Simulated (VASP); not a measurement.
# BaTiO3 (Pm-3m) in VASP: single point with r2SCAN+U

Aim: the single point of BaTiO3 with r2SCAN+U.

Program: VASP 6.6.1. These are calculated values, not measurements. Logs are shortened: lines on timing, memory, paths and dates and some standing lists are left out, and cuts for length are marked.

## (1) The cell of the first run

It takes space group Pm-3m (No. 221, cubic). The conventional cell has a = 4.008 Å, b = 4.008 Å, c = 4.008 Å, α = 90.00°, β = 90.00°, γ = 90.00°. Ba (site symmetry m-3m) has 12 O at 2.83 Å and 8 Ti at 3.47 Å within 3.7 Å. O (site symmetry 4/mmm) has 2 Ti at 2.00 Å within 2.7 Å. Within 2.7 Å of Ti (site symmetry m-3m) lie 6 O at 2.00 Å.

## (2) Single point, r2SCAN+U, collinear spin, zero start

Input file POSCAR:

```
BaTiO3
1.0
    4.0078787657      4.0078787657      0.0000000000
    0.0000000000      4.0078787657      4.0078787657
    4.0078787657      0.0000000000      4.0078787657
Ba O Ti
2 6 2
Direct
    0.0000000000      0.0000000000      0.0000000000
    0.5000000000      0.5000000000      0.5000000000
    0.0000000000      0.5000000000      0.5000000000
    0.5000000000      0.0000000000      0.0000000000
    0.0000000000      0.5000000000      0.0000000000
    0.5000000000      0.0000000000      0.5000000000
    0.0000000000      0.0000000000      0.5000000000
    0.5000000000      0.5000000000      0.0000000000
    0.2500000000      0.2500000000      0.2500000000
    0.7500000000      0.7500000000      0.7500000000
```

Input file INCAR.step1:

```
SYSTEM = BaTiO3
PREC = Accurate
ENCUT = 520
ISMEAR = -1
SIGMA = 0.1
LREAL = .False.
LASPH = .True.
NELM = 150
ISPIN = 2
MAGMOM = 0 0 0 0 0 0 0 0 0 0
LMAXMIX = 4
LDAU = .True.
LDAUTYPE = 2
LDAUL = -1 -1 2
LDAUU = 0 0 5.35
LDAUJ = 0 0 0
NBANDS = 55
GGA = PE
ALGO = Normal
EDIFF = 1E-4
LWAVE = .True.
LCHARG = .False.
```

Input file INCAR.step2:

```
SYSTEM = BaTiO3
PREC = Accurate
ENCUT = 520
EDIFF = 1E-6
ISMEAR = -1
SIGMA = 0.1
LREAL = .False.
LASPH = .True.
NELM = 150
ALGO = Normal
ISIF = 2
LWAVE = .False.
LCHARG = .False.
ISPIN = 2
MAGMOM = 0 0 0 0 0 0 0 0 0 0
LORBIT = 11
LMAXMIX = 4
LDAU = .True.
LDAUTYPE = 2
LDAUL = -1 -1 2
LDAUU = 0 0 5.35
LDAUJ = 0 0 0
LDAUPRINT = 1
METAGGA = R2SCAN
LMIXTAU = .True.
NBANDS = 55
ISTART = 1
```

Input file KPOINTS:

```
Automatic mesh
0
Gamma
  5 5 5
  0 0 0
```

Potentials or basis: VASP PAW PBE potentials, release 64 (Ba_sv, O, Ti_sv).

On the command line:

```console
cat potpaw_PBE.64/Ba_sv/POTCAR potpaw_PBE.64/O/POTCAR potpaw_PBE.64/Ti_sv/POTCAR > POTCAR
cp INCAR.step1 INCAR
mpirun -np 1 vasp_std > vasp.out
cp INCAR.step2 INCAR
mpirun -np 1 vasp_std > vasp.out
```

OUTCAR:

```text
SYSTEM = BaTiO3
   PREC = Accurate
   ENCUT = 520
   EDIFF = 1E-6
   ISMEAR = -1
   LREAL = .False.
   LASPH = .True.
   NELM = 150
   ISIF = 2
   ISPIN = 2
   LORBIT = 11
   METAGGA = R2SCAN
   ISTART = 1

 ion  position               nearest neighbor table
   1  0.000  0.000  0.000-   4 2.83   5 2.83   7 2.83   3 2.83   6 2.83   7 2.83   3 2.83   5 2.83
                             8 2.83   4 2.83   6 2.83   8 2.83  10 3.47   9 3.47  10 3.47   9 3.47
   2  0.500  0.500  0.500-   3 2.83   6 2.83   8 2.83   4 2.83   5 2.83   8 2.83   4 2.83   6 2.83
                             7 2.83   3 2.83   5 2.83   7 2.83  10 3.47   9 3.47   9 3.47  10 3.47
   3  0.000  0.500  0.500-   9 2.00  10 2.00   2 2.83   1 2.83   1 2.83   2 2.83
   4  0.500  0.000  0.000-   9 2.00  10 2.00   1 2.83   2 2.83   2 2.83   1 2.83
   5  0.000  0.500  0.000-   9 2.00  10 2.00   1 2.83   2 2.83   1 2.83   2 2.83
   6  0.500  0.000  0.500-   9 2.00  10 2.00   2 2.83   1 2.83   2 2.83   1 2.83
   7  0.000  0.000  0.500-   9 2.00  10 2.00   1 2.83   1 2.83   2 2.83   2 2.83
   8  0.500  0.500  0.000-   9 2.00  10 2.00   2 2.83   2 2.83   1 2.83   1 2.83
   9  0.250  0.250  0.250-   3 2.00   4 2.00   5 2.00   6 2.00   7 2.00   8 2.00   1 3.47   2 3.47
                             1 3.47   1 3.47   1 3.47   2 3.47   2 3.47   2 3.47
  10  0.750  0.750  0.750-   3 2.00   4 2.00   5 2.00   6 2.00   7 2.00   8 2.00   1 3.47   2 3.47
                             2 3.47   2 3.47   2 3.47   1 3.47   1 3.47   1 3.47

  LATTYP: Found a face centered cubic cell.
 ALAT       =     8.0157575314

  Lattice vectors:

 A1 = (   4.0078787657,   4.0078787657,   0.0000000000)
 A2 = (   0.0000000000,   4.0078787657,   4.0078787657)
 A3 = (   4.0078787657,   0.0000000000,   4.0078787657)

Analysis of symmetry for initial positions (statically):
=====================================================================
 Subroutine PRICEL returns following result:

  LATTYP: Found a simple cubic cell.
 ALAT       =     4.0078787657
[... 12 lines left out ...]
 Subroutine GETGRP returns: Found 48 space group operations
 (whereof 48 operations were pure point group operations)
 out of a pool of 48 trial point group operations.

The static configuration has the point symmetry O_h .

Analysis of symmetry for dynamics (positions and initial velocities):
=====================================================================
 Subroutine PRICEL returns following result:

  LATTYP: Found a simple cubic cell.
 ALAT       =     4.0078787657
[... 12 lines left out ...]
 Subroutine GETGRP returns: Found 48 space group operations
 (whereof 48 operations were pure point group operations)
 out of a pool of 48 trial point group operations.

The dynamic configuration has the point symmetry O_h .

Analysis of structural, dynamic, and magnetic symmetry:
=====================================================================
 Subroutine PRICEL returns following result:

  LATTYP: Found a simple cubic cell.
 ALAT       =     4.0078787657
[... 12 lines left out ...]
 Subroutine GETGRP returns: Found 48 space group operations
 (whereof 48 operations were pure point group operations)
 out of a pool of 48 trial point group operations.

The overall configuration has the point symmetry O_h .

 Subroutine INISYM returns: Found 48 space group operations
 (whereof 48 operations are pure point group operations),
 and found     2 'primitive' translations

----------------------------------------------------------------------------------------

                                     Primitive cell

  volume of cell :      64.3789

  direct lattice vectors                    reciprocal lattice vectors
     0.000000000  0.000000000 -4.007878766     0.000000000  0.000000000 -0.249508545
     0.000000000  4.007878766  0.000000000     0.000000000  0.249508545  0.000000000
     4.007878766  0.000000000  0.000000000     0.249508545  0.000000000  0.000000000

  length of vectors
     4.007878766  4.007878766  4.007878766     0.249508545  0.249508545  0.249508545

  position of ions in fractional coordinates (direct lattice)
     0.000000000  0.000000000  0.000000000
     0.000000000  0.500000000  0.500000000
     0.500000000  0.500000000  0.000000000
     0.500000000  0.000000000  0.500000000
     0.500000000  0.500000000  0.500000000

[... 133 lines left out ...]
  o =  0.0888  v =  0.0000  0.0000  0.0000  0.0000  0.0000  0.0000 -0.8320 -0.0000 -0.5548  0.0000      0.0000  0.0000  0.0000  0.0000  0.0000  0.0000  0.0000  0.0000  0.0000  0.0000
  o =  0.0888  v =  0.0000  0.0000  0.0000  0.0000  0.0000  0.0000  0.5548  0.0000 -0.8320  0.0000      0.0000  0.0000  0.0000  0.0000  0.0000  0.0000  0.0000  0.0000  0.0000  0.0000
  o =  0.0888  v =  0.0000  0.0000  0.0000  0.0000  0.0000  1.0000  0.0000  0.0000  0.0000  0.0000      0.0000  0.0000  0.0000  0.0000  0.0000  0.0000  0.0000  0.0000  0.0000  0.0000
  o =  0.2299  v =  0.0000 -0.0000  1.0000 -0.0000 -0.0072  0.0000  0.0000  0.0000  0.0000  0.0000      0.0000  0.0000  0.0000  0.0000  0.0000  0.0000  0.0000  0.0000  0.0000  0.0000
  o =  0.2299  v =  0.0000  0.0000 -0.0072 -0.0000 -1.0000  0.0000  0.0000  0.0000  0.0000  0.0000      0.0000  0.0000  0.0000  0.0000  0.0000  0.0000  0.0000  0.0000  0.0000  0.0000
  o =  0.2299  v =  0.0000  0.0000  0.0000  0.0000  0.0000  0.0000  0.0000  1.0000 -0.0000 -0.0070      0.0000  0.0000  0.0000  0.0000  0.0000  0.0000  0.0000  0.0000  0.0000  0.0000
  o =  0.2299  v =  0.0000  0.0000  0.0000  0.0000  0.0000  0.0000  0.0000 -0.0070 -0.0000 -1.0000      0.0000  0.0000  0.0000  0.0000  0.0000  0.0000  0.0000  0.0000  0.0000  0.0000

atom =  10  type =  3  l = 2

 onsite density matrix

spin component  1

  0.0888  0.0000  0.0000  0.0000  0.0000
  0.0000  0.0888  0.0000  0.0000 -0.0000
  0.0000  0.0000  0.2299  0.0000  0.0000
  0.0000  0.0000  0.0000  0.0888  0.0000
  0.0000 -0.0000  0.0000  0.0000  0.2299

spin component  2

  0.0888  0.0000  0.0000  0.0000  0.0000
  0.0000  0.0888  0.0000  0.0000 -0.0000
  0.0000  0.0000  0.2299  0.0000  0.0000
  0.0000  0.0000  0.0000  0.0888  0.0000
  0.0000 -0.0000  0.0000  0.0000  0.2299

 occupancies and eigenvectors

  o =  0.0888  v =  0.0000 -0.9983  0.0000  0.0585 -0.0000  0.0000  0.0000  0.0000  0.0000  0.0000      0.0000  0.0000  0.0000  0.0000  0.0000  0.0000  0.0000  0.0000  0.0000  0.0000
  o =  0.0888  v =  0.0000  0.0585 -0.0000  0.9983 -0.0000  0.0000  0.0000  0.0000  0.0000  0.0000      0.0000  0.0000  0.0000  0.0000  0.0000  0.0000  0.0000  0.0000  0.0000  0.0000
  o =  0.0888  v =  1.0000  0.0000  0.0000  0.0000  0.0000  0.0000  0.0000  0.0000  0.0000  0.0000      0.0000  0.0000  0.0000  0.0000  0.0000  0.0000  0.0000  0.0000  0.0000  0.0000
  o =  0.0888  v =  0.0000  0.0000  0.0000  0.0000  0.0000  0.0000  0.9977 -0.0000  0.0684 -0.0000      0.0000  0.0000  0.0000  0.0000  0.0000  0.0000  0.0000  0.0000  0.0000  0.0000
  o =  0.0888  v =  0.0000  0.0000  0.0000  0.0000  0.0000  0.0000  0.0684  0.0000 -0.9977 -0.0000      0.0000  0.0000  0.0000  0.0000  0.0000  0.0000  0.0000  0.0000  0.0000  0.0000
  o =  0.0888  v =  0.0000  0.0000  0.0000  0.0000  0.0000  1.0000  0.0000  0.0000  0.0000  0.0000      0.0000  0.0000  0.0000  0.0000  0.0000  0.0000  0.0000  0.0000  0.0000  0.0000
  o =  0.2299  v =  0.0000  0.0000  1.0000  0.0000 -0.0058  0.0000  0.0000  0.0000  0.0000  0.0000      0.0000  0.0000  0.0000  0.0000  0.0000  0.0000  0.0000  0.0000  0.0000  0.0000
  o =  0.2299  v =  0.0000  0.0000 -0.0058 -0.0000 -1.0000  0.0000  0.0000  0.0000  0.0000  0.0000      0.0000  0.0000  0.0000  0.0000  0.0000  0.0000  0.0000  0.0000  0.0000  0.0000
  o =  0.2299  v =  0.0000  0.0000  0.0000  0.0000  0.0000  0.0000  0.0000  1.0000  0.0000 -0.0038      0.0000  0.0000  0.0000  0.0000  0.0000  0.0000  0.0000  0.0000  0.0000  0.0000
  o =  0.2299  v =  0.0000  0.0000  0.0000  0.0000  0.0000  0.0000 -0.0000 -0.0038  0.0000 -1.0000      0.0000  0.0000  0.0000  0.0000  0.0000  0.0000  0.0000  0.0000  0.0000  0.0000

 number of electron      80.0000020 magnetization       0.0000000

 Free energy of the ion-electron system (eV)
  ---------------------------------------------------
  ext. energy  EPLUGINS =         0.00000000
  ---------------------------------------------------
  free energy    TOTEN  =      -141.69734837 eV

  energy without entropy =     -141.69734791  energy(sigma->0) =     -141.69734814

 E-fermi :   5.1544     XC(G=0): -11.9048

 val. band max:        3.6816714131   @ k =   0.0000   0.0000   0.0000
 cond. band min:       6.5341732529   @ k =   0.0000   0.0000   0.0000
 fundamental gap:      2.8525018398
 Fermi energy:         5.1543937301

 spin component 1

 k-point     1 :       0.0000    0.0000    0.0000
  band No.  band energies     occupation
      1     -56.6533      1.00000
      2     -56.6504      1.00000
      3     -31.7806      1.00000
      4     -31.7805      1.00000
      5     -31.7805      1.00000
      6     -31.7386      1.00000
[... 539 lines left out ...]
     51      11.4948      0.00000
     52      12.1774      0.00000
 Fermi energy:         5.1543937301

 spin component 2

 k-point     1 :       0.0000    0.0000    0.0000
  band No.  band energies     occupation
      1     -56.6533      1.00000
      2     -56.6504      1.00000
      3     -31.7806      1.00000
      4     -31.7805      1.00000
      5     -31.7805      1.00000
      6     -31.7386      1.00000
[... 539 lines left out ...]
     51      11.4948      0.00000
     52      12.1774      0.00000
 [bands above 52 left out]

------------------------ aborting loop because EDIFF is reached ----------------------------------------

  FORCE on cell =-STRESS in cart. coord.  units (eV):
  Direction    XX          YY          ZZ          XY          YZ          ZX
  --------------------------------------------------------------------------------------
  -------------------------------------------------------------------------------------
  Total        3.4808515      3.4808515      3.4808515      0.0000000      0.0000000      0.0000000
  in kB       43.3134074     43.3134074     43.3134074      0.0000000      0.0000000      0.0000000
  external PRESSURE =      43.3134074 kB  Pullay stress =       0.0000000 kB

 VOLUME and BASIS-vectors are now :
 -----------------------------------------------------------------------------
  energy-cutoff  :      520.00
  volume of cell :      128.76
      direct lattice vectors                 reciprocal lattice vectors
     4.007878766  4.007878766  0.000000000     0.124754273  0.124754273 -0.124754273
     0.000000000  4.007878766  4.007878766    -0.124754273  0.124754273  0.124754273
     4.007878766  0.000000000  4.007878766     0.124754273 -0.124754273  0.124754273

 POSITION                                       TOTAL-FORCE (eV/Angst)
 -----------------------------------------------------------------------------------
      0.00000      0.00000      0.00000         0.000000      0.000000      0.000000
      4.00788      4.00788      4.00788         0.000000      0.000000     -0.000000
      2.00394      2.00394      4.00788         0.000000     -0.000000      0.000000
      2.00394      2.00394      0.00000         0.000000     -0.000000      0.000000
      0.00000      2.00394      2.00394         0.000000      0.000000     -0.000000
      4.00788      2.00394      2.00394        -0.000000      0.000000     -0.000000
      2.00394      0.00000      2.00394        -0.000000     -0.000000      0.000000
      2.00394      4.00788      2.00394        -0.000000     -0.000000      0.000000
      2.00394      2.00394      2.00394        -0.000000      0.000000      0.000000
      6.01182      6.01182      6.01182        -0.000000     -0.000000     -0.000000
 -----------------------------------------------------------------------------------
    total drift:                               -0.000000      0.000000     -0.000000

  FREE ENERGIE OF THE ION-ELECTRON SYSTEM (eV)
  ---------------------------------------------------
  free  energy   TOTEN  =      -141.6973483706 eV

  energy  without entropy=     -141.6973479114  energy(sigma->0) =     -141.69734814

 total charge

# of ion       s       p       d       tot
------------------------------------------
    1        2.019   5.671   0.309   7.999
    2        2.019   5.671   0.309   7.999
    3        1.565   3.523   0.000   5.088
    4        1.565   3.523   0.000   5.088
    5        1.565   3.523   0.000   5.088
    6        1.565   3.523   0.000   5.088
    7        1.565   3.523   0.000   5.088
    8        1.565   3.523   0.000   5.088
    9        2.217   6.286   1.428   9.931
   10        2.217   6.286   1.428   9.931
--------------------------------------------------
tot         17.863  45.050   3.475  66.388

 magnetization (x)

# of ion       s       p       d       tot
------------------------------------------
    1       -0.000  -0.000  -0.000  -0.000
    2       -0.000  -0.000  -0.000  -0.000
    3        0.000   0.000   0.000   0.000
    4        0.000   0.000   0.000   0.000
    5        0.000   0.000   0.000   0.000
    6        0.000   0.000   0.000   0.000
    7        0.000   0.000   0.000   0.000
    8        0.000   0.000   0.000   0.000
    9       -0.000  -0.000  -0.000  -0.000
   10       -0.000  -0.000  -0.000  -0.000
--------------------------------------------------
tot          0.000   0.000  -0.000   0.000
```

Wall time 24 min (1 thread of Oxide Virtual Turin-like, shared host); peak memory 0.38 GiB.

Results:

```
Free energy                                           : -141.6973 eV
Pressure                                              : 4.3 GPa
Band gap on the k mesh                                : 2.85 eV
Net moment                                            : 0.00 μB per cell
Valence electrons inside the program's atomic spheres : Ba 8.00; O 5.09; Ti 9.93
```

Eigenvalues of the final occupation matrices:
| site | spin | trace | eigenvalues |
| --- | --- | --- | --- |
| site 9 d | 1 | 0.73 | 0.09 0.09 0.09 0.23 0.23 |
| site 9 d | 2 | 0.73 | 0.09 0.09 0.09 0.23 0.23 |
| site 10 d | 1 | 0.73 | 0.09 0.09 0.09 0.23 0.23 |
| site 10 d | 2 | 0.73 | 0.09 0.09 0.09 0.23 0.23 |

Caveat: the cell stands under pressure; the PAW data sets were made with another functional, which shifts forces and pressure a little; spin-orbit coupling is left out, which moves the levels of the heavy elements; an odd mesh through Γ misses points on the zone boundary, where band edges can lie.
